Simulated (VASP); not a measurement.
# InSb (F-43m) in VASP: settings compared

Aim: see how the results for InSb move with the level of theory and the settings. Levels: r2SCAN, PBEsol. Tasks: single point.

Program: VASP 6.6.1. These are calculated values, not measurements. Logs are shortened: lines on timing, memory, paths and dates and some standing lists are left out, and cuts for length are marked.

## 1. The cell of the first run

Symmetry: F-43m, No. 216, cubic system. Conventional cell: a = 6.520 Å, b = 6.520 Å, c = 6.520 Å, α = 90.00°, β = 90.00°, γ = 90.00°. Within 3.7 Å of In (site symmetry -43m) lie 4 Sb at 2.82 Å. Sb (site symmetry -43m) has 4 In at 2.82 Å within 3.7 Å.

## 2. Single point, r2SCAN

POSCAR reads:

```
InSb
1.0
    0.0000000000      3.2599290578      3.2599290578
    3.2599290578      0.0000000000      3.2599290578
    3.2599290578      3.2599290578      0.0000000000
In Sb
1 1
Direct
    0.0000000000      0.0000000000      0.0000000000
    0.2500000000      0.2500000000      0.2500000000
```

INCAR.step1 reads:

```
PREC = Accurate
ENCUT = 520
ISMEAR = 0
SIGMA = 0.1
LREAL = False
LASPH = True
NELM = 80
NBANDS = 16
GGA = PE
ALGO = Normal
EDIFF = 1E-4
LWAVE = True
LCHARG = False
```

INCAR.step2 reads:

```
PREC = Accurate
ENCUT = 520
EDIFF = 1E-7
ISMEAR = 0
SIGMA = 0.1
LREAL = False
LASPH = True
NELM = 80
ALGO = Normal
ISIF = 2
LWAVE = False
LCHARG = False
METAGGA = R2SCAN
LMIXTAU = True
NBANDS = 16
ISTART = 1
```

KPOINTS reads:

```
Automatic mesh
0
Gamma
  12 12 12
```

Potentials or basis: VASP PAW PBE potentials, release 64 (In_d, Sb).

On the command line:

```console
> cat potpaw_PBE.64/In_d/POTCAR potpaw_PBE.64/Sb/POTCAR > POTCAR
> cp INCAR.step1 INCAR
> mpirun -np 1 vasp_std > vasp.out
> cp INCAR.step2 INCAR
> mpirun -np 1 vasp_std > vasp.out
```

OUTCAR:

```text
PREC = Accurate
   ENCUT = 520
   EDIFF = 1E-7
   ISMEAR = 0
   LREAL = False
   LASPH = True
   NELM = 80
   ISIF = 2
   METAGGA = R2SCAN
   ISTART = 1

 ion  position               nearest neighbor table
   1  0.000  0.000  0.000-   2 2.82   2 2.82   2 2.82   2 2.82
   2  0.250  0.250  0.250-   1 2.82   1 2.82   1 2.82   1 2.82

  LATTYP: Found a face centered cubic cell.
 ALAT       =     6.5198581156

  Lattice vectors:

 A1 = (   0.0000000000,   3.2599290578,   3.2599290578)
 A2 = (   3.2599290578,   0.0000000000,   3.2599290578)
 A3 = (   3.2599290578,   3.2599290578,   0.0000000000)

Analysis of symmetry for initial positions (statically):
=====================================================================
 Subroutine PRICEL returns:
 Original cell was already a primitive cell.

 Routine SETGRP: Setting up the symmetry group for a
 face centered cubic supercell.

 Subroutine GETGRP returns: Found 24 space group operations
 (whereof 24 operations were pure point group operations)
 out of a pool of 48 trial point group operations.

The static configuration has the point symmetry T_d .

Analysis of symmetry for dynamics (positions and initial velocities):
=====================================================================
 Subroutine PRICEL returns:
 Original cell was already a primitive cell.

 Routine SETGRP: Setting up the symmetry group for a
 face centered cubic supercell.

 Subroutine GETGRP returns: Found 24 space group operations
 (whereof 24 operations were pure point group operations)
 out of a pool of 48 trial point group operations.

The dynamic configuration has the point symmetry T_d .

 Subroutine INISYM returns: Found 24 space group operations
 (whereof 24 operations are pure point group operations),
 and found     1 'primitive' translations

----------------------------------------------------------------------------------------

                                     Primitive cell

  volume of cell :      69.2874

  direct lattice vectors                    reciprocal lattice vectors
     0.000000000  3.259929058  3.259929058    -0.153377571  0.153377571  0.153377571
     3.259929058  0.000000000  3.259929058     0.153377571 -0.153377571  0.153377571
     3.259929058  3.259929058  0.000000000     0.153377571  0.153377571 -0.153377571

  length of vectors
[... 74 lines left out ...]
   ISTART =      1    job   : 0-new  1-cont  2-samecut
   ICHARG =      0    charge: 1-file 2-atom 10-const
   ISPIN  =      1    spin polarized calculation?
   LNONCOLLINEAR =      F non collinear calculations
   LSORBIT =      F    spin-orbit coupling
   LASPH  =      T    aspherical Exc in radial PAW
   ENCUT  =  520.0 eV  38.22 Ry    6.18 a.u.   8.57  8.57  8.57*2*pi/ulx,y,z
   NELM   =     80;   NELMIN=  2; NELMDL=  0     # of ELM steps
   EDIFF  = 0.1E-06   stopping-criterion for ELM
   LREAL  =      F    real-space projection
   EDIFFG = 0.1E-05   stopping-criterion for IOM
   NSW    =      0    number of steps for IOM
   IBRION =     -1    ionic relax: 0-MD 1-quasi-New 2-CG
   NFREE  =      0    steps in history (QN), initial steepest desc. (CG)
   ISIF   =      2    stress and relaxation
   ISYM   =      2    0-nonsym 1-usesym 2-fastsym
   POTIM  = 0.5000    time-step for ionic-motion
   TEBEG  =    0.0;   TEEND  =   0.0 temperature during run
   PSTRESS=    0.0 pullay stress
   NELECT =      18.0000    total number of electrons
   NUPDOWN=      -1.0000    fix difference up-down
   EMIN   =  10.00;   EMAX   =-10.00  energy-range for DOS
   EFERMI =   0.00;   METHOD = LEGACY
   ISMEAR =     0;   SIGMA  =   0.10  broadening in eV -4-tet -1-fermi 0-gaus
   EFERMI_NEDOS =   21; number of points for ismear=-14 and -15
   IALGO  =     38    algorithm
   IMIX   =      4    mixing-type and parameters
     AMIX     =   0.40;   BMIX     =  1.00
     AMIX_MAG =   1.60;   BMIX_MAG =  1.00
  volume/ion in A,a.u.               =      34.64       233.79
  Fermi-wavevector in a.u.,A,eV,Ry     =   1.044594  1.973996 14.846359  1.091177
  Thomas-Fermi vector in A             =   2.179353
   LORBIT       =      0    0 simple, 1 ext, 2 COOP (PROOUT), +10 PAW based schemes
   METAGGA = R2SCAN    functional components
   LHFCALC =     F    Hartree Fock is set to
   AEXX    =    0.0000 exact exchange contribution
   IVDW    =     0    specifies the selected vdW correction
   LEPSILON=     F    determine dielectric tensor
   LRPA    =     F    only Hartree local field effects (RPA)
 non-spin polarized calculation
 Gauss-broadening in eV      SIGMA  =   0.10
  energy-cutoff  :      520.00
  volume of cell :       69.29
 maximum number of plane-waves:      1892
 NGX is ok and might be reduce to    36
   NGX = 17   NGY = 17   NGZ = 17

 number of electron      17.9999994 magnetization

 Free energy of the ion-electron system (eV)
  ---------------------------------------------------
  ext. energy  EPLUGINS =         0.00000000
  ---------------------------------------------------
  free energy    TOTEN  =       -48.76571812 eV

  energy without entropy =      -48.76562998  energy(sigma->0) =      -48.76567405

 E-fermi :   4.8165     XC(G=0):  -9.1585

 val. band max:        4.7220837087   @ k =   0.0000   0.0000   0.0000
 cond. band min:       4.8450430596   @ k =   0.0000   0.0000   0.0000
 fundamental gap:      0.1229593508
 Fermi energy:         4.8165088638

 k-point     1 :       0.0000    0.0000    0.0000
  band No.  band energies     occupation
      1     -10.3334      2.00000
      2     -10.3334      2.00000
      3     -10.3334      2.00000
      4     -10.2370      2.00000
      5     -10.2370      2.00000
      6      -6.2767      2.00000
[... 433 lines left out ...]
      3     -10.3077      2.00000
      4     -10.2387      2.00000
      5     -10.2360      2.00000
      6      -4.7169      2.00000
[... 8 lines left out ...]
     15      13.4187      0.00000
     16      13.7955      0.00000

 [... further k-points ...]
[... 5 lines left out ...]
  --------------------------------------------------------------------------------------
  -------------------------------------------------------------------------------------
  Total        0.3273958      0.3273958      0.3273958      0.0000000      0.0000000      0.0000000
  in kB        7.5705808      7.5705808      7.5705808      0.0000000      0.0000000      0.0000000
  external PRESSURE =       7.5705808 kB  Pullay stress =       0.0000000 kB

 VOLUME and BASIS-vectors are now :
 -----------------------------------------------------------------------------
  energy-cutoff  :      520.00
  volume of cell :       69.29
      direct lattice vectors                 reciprocal lattice vectors
     0.000000000  3.259929058  3.259929058    -0.153377571  0.153377571  0.153377571
     3.259929058  0.000000000  3.259929058     0.153377571 -0.153377571  0.153377571
     3.259929058  3.259929058  0.000000000     0.153377571  0.153377571 -0.153377571

 POSITION                                       TOTAL-FORCE (eV/Angst)
 -----------------------------------------------------------------------------------
      0.00000      0.00000      0.00000        -0.000000     -0.000000     -0.000000
      1.62996      1.62996      1.62996         0.000000      0.000000      0.000000
 -----------------------------------------------------------------------------------
    total drift:                               -0.000001     -0.000001     -0.000001

  FREE ENERGIE OF THE ION-ELECTRON SYSTEM (eV)
  ---------------------------------------------------
  free  energy   TOTEN  =       -48.7657181152 eV

  energy  without entropy=      -48.7656299766  energy(sigma->0) =      -48.76567405
```

OUTCAR.step1:

```text
PREC = Accurate
   ENCUT = 520
   ISMEAR = 0
   LREAL = False
   LASPH = True
[... 678 lines left out ...]
      0.00000      0.00000      0.00000         0.000000      0.000000      0.000000
      1.62996      1.62996      1.62996        -0.000000     -0.000000     -0.000000
 -----------------------------------------------------------------------------------
    total drift:                               -0.000000     -0.000000     -0.000000

  FREE ENERGIE OF THE ION-ELECTRON SYSTEM (eV)
  ---------------------------------------------------
  free  energy   TOTEN  =        -6.9287437658 eV

  energy  without entropy=       -6.9285958144  energy(sigma->0) =       -6.92866979
```

Wall time 12 min (1 thread of AMD EPYC 7R43 (Zen 3), shared host); peak memory 0.23 GiB.

Results:

```
Free energy            : -48.7657 eV
Pressure               : 0.8 GPa
Band gap on the k mesh : 0.12 eV, direct
```

Caveat: the PAW data sets were made with another functional, which shifts forces and pressure a little; spin-orbit coupling is left out, which moves the levels of the heavy elements.

## 3. Single point, PBEsol

INCAR reads:

```
SYSTEM = InSb
  PREC = Accurate
  ENCUT = 520
  EDIFF = 1E-6
  ISMEAR = 0
  SIGMA = 0.1
  LREAL = .False.
  LASPH = .True.
  NELM = 100
  ALGO = Normal
  ISIF = 2
  LWAVE = .False.
  LCHARG = .False.
  GGA = PS
  NBANDS = 16
```

KPOINTS reads:

```
regular mesh
0
Gamma
  12 12 12
  0 0 0
```

POSCAR reads:

```
InSb
1.0
    0.0000000000      3.2599290560      3.2599290560
    3.2599290560      0.0000000000      3.2599290560
    3.2599290560      3.2599290560      0.0000000000
In Sb
1 1
Direct
    0.0000000000      0.0000000000      0.0000000000
    0.2500000000      0.2500000000      0.2500000000
```

Potentials or basis: VASP PAW PBE potentials, release 64 (In_d, Sb).

On the command line:

```console
> cat potpaw_PBE.64/In_d/POTCAR potpaw_PBE.64/Sb/POTCAR > POTCAR
> mpirun -np 1 vasp_std > vasp.out
```

It took 45 s on 1 thread of Intel Xeon Platinum 8488C (Sapphire Rapids), shared host; peak memory 0.25 GiB.

It converged, with:

```
Free energy            : -7.7008 eV
Pressure               : 0.0 GPa
Band gap on the k mesh : zero (filled and empty bands touch)
```

Levels at points of the mesh, in eV from the Fermi level:
```csv
k point,band 6,band 7,band 8,band 9,band 10,band 11,band 12,band 13
"(0.00, 0.00, 0.00)",-10.69,-0.42,-0.06,-0.06,-0.06,2.88,2.88,2.88
"(0.50, 0.00, 0.00)",-9.36,-5.63,-1.04,-1.04,0.38,3.72,3.72,5.91
"(0.50, 0.50, 0.00)",-8.77,-5.92,-2.27,-2.27,1.22,1.23,7.96,7.96
```

Caveat: the PAW data sets were made with another functional, which shifts forces and pressure a little; spin-orbit coupling is left out, which moves the levels of the heavy elements.
